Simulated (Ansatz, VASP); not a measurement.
Rh: VASP beside Ansatz

```xyz
1
Lattice="0.0000 1.9388 1.9388 1.9388 0.0000 1.9388 1.9388 1.9388 0.0000" Properties=species:S:1:pos:R:3 pbc="T T T"
Rh    0.0000    0.0000    0.0000
```

Change from the starting cell: volume scaled by 1.06.

Alike in both runs: task single point; functional PBE; k mesh 16 × 16 × 16; occupations fermi-dirac, width 0.03 eV; no spin polarisation.

|  | VASP | Ansatz |
| --- | --- | --- |
| version | VASP 6.6.1 | Ansatz 0.2.0 |
| potentials or method | VASP PAW PBE potentials, release 64 (Rh_pv), cutoff 520 eV | all-electron LAPW, scalar-relativistic |

|  | VASP | Ansatz | Ansatz less VASP |
| --- | --- | --- | --- |
| pressure (GPa) | -8.6 | -8.7 | -0.07 |

Ansatz ran all-electron here, and VASP with PAW potentials.
